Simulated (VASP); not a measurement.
CdS, 4 atoms in the cell. It takes space group P6_3mc (No. 186, hexagonal). The conventional cell has a = 4.290 Å, b = 4.290 Å, c = 6.969 Å, α = 90.00°, β = 90.00°, γ = 120.00°. Within 3.5 Å of Cd (site symmetry 3m) lie 4 S at 2.62 to 2.63 Å. S (site symmetry 3m) has 4 Cd at 2.62 to 2.63 Å within 3.5 Å.  This cell differs from its parent crystal: strain +3.0%.

* Program: VASP 6.6.1
* Task: single point
* Functional: PBE
* Potentials or basis: VASP PAW PBE potentials, release 64 (Cd, S)
* Cutoff: 520 eV
* k mesh: 12 × 12 × 4
* Occupations: fermi-dirac, width 0.02 eV
* Spin: no spin polarisation
* Dipole correction: no
* Further INCAR settings: ALGO = Normal; EDIFF = 1e-06; NBANDS = 26

Potentials or basis: VASP PAW PBE potentials, release 64 (Cd, S).

Launch:

```console
$ cat potpaw_PBE.64/Cd/POTCAR potpaw_PBE.64/S/POTCAR > POTCAR
$ mpirun -np 1 vasp_std > vasp.out
```

Hardware: 1 thread of Intel Xeon 8259CL, on a shared host.

Problem. How long does it take, and how much memory?

Solution. Wall time 2.6 min on 1 thread of Intel Xeon 8259CL (shared host), peak memory 0.31 GiB. Counts: scf iterations 14, k points 57.
